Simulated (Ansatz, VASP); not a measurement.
## SiC: VASP beside Ansatz

The input POSCAR:

```
SiC
1.0
    0.0000000000      2.1587467584      2.1587467584
    2.1587467584      0.0000000000      2.1587467584
    2.1587467584      2.1587467584      0.0000000000
Si C
1 1
Direct
    0.0000000000      0.0000000000      0.0000000000
    0.7500000000      0.7500000000      0.7500000000
```

Contents of INCAR.step1:

```
SYSTEM = SiC
ALGO = Normal
EDIFF = 1E-4
ENCUT = 520
GGA = PE
ISMEAR = 0
LASPH = .TRUE.
LCHARG = .FALSE.
LREAL = .FALSE.
LWAVE = .TRUE.
NBANDS = 11
NELM = 80
PREC = Accurate
SIGMA = 0.05
```

File INCAR.step2:

```
SYSTEM = SiC
ALGO = Normal
EDIFF = 1E-7
ENCUT = 520
ISIF = 2
ISMEAR = 0
ISTART = 1
IVDW = 13
LASPH = .TRUE.
LCHARG = .FALSE.
LMIXTAU = .TRUE.
LREAL = .FALSE.
LWAVE = .FALSE.
METAGGA = R2SCAN
NBANDS = 11
NELM = 80
PREC = Accurate
SIGMA = 0.05
VDW_A1 = 0.51559235
VDW_A2 = 5.77342911
VDW_S6 = 1.0
VDW_S8 = 0.6018749
```

KPOINTS

```
k-points
0
G
  10 10 10
  0 0 0
```

Input for Ansatz:

```yaml
crystal:
  lattice:
    - [0.0, 2.1587467584, 2.1587467584]
    - [2.1587467584, 0.0, 2.1587467584]
    - [2.1587467584, 2.1587467584, 0.0]
  atoms:
    - { symbol: Si, position: [0.0, 0.0, 0.0] }
    - { symbol: C, position: [0.75, 0.75, 0.75] }
basis:
  ecutwfc: 500
  ecutrho_ratio: 4
kpoints:
  mp_grid: { grid: [10, 10, 10] }
hamiltonian:
  xc: r2scan
  dispersion: d4
scf:
  occupations: { method: gaussian, width: 0.05 }
output:
  forces: true
  stress: true
  eigenvalues: true
```

Alike in both runs: task single point; functional r2SCAN; dispersion D4; k mesh 10 × 10 × 10; occupations gaussian, width 0.05 eV; no spin polarisation.

|  | VASP | Ansatz |
| --- | --- | --- |
| version | VASP 6.6.1 | Ansatz 0.2.0 |
| potentials or method | VASP PAW PBE potentials, release 64 (Si, C), cutoff 520 eV | scalar-relativistic, plane waves, PAW |
| valence electrons in the cell | 8 | 8 |

Ansatz gave:

* gap on the k mesh at the Fermi level (eV): 1.69
* least direct gap on the mesh (eV): 5.08
* pressure (GPa): 4.8

Problem. What did VASP give for the same quantities?

Solution. gap on the k mesh at the Fermi level (eV): 1.71; least direct gap on the mesh (eV): 5.09; pressure (GPa): 4.6.

VASP's potentials were made for PBE, not for r2SCAN.
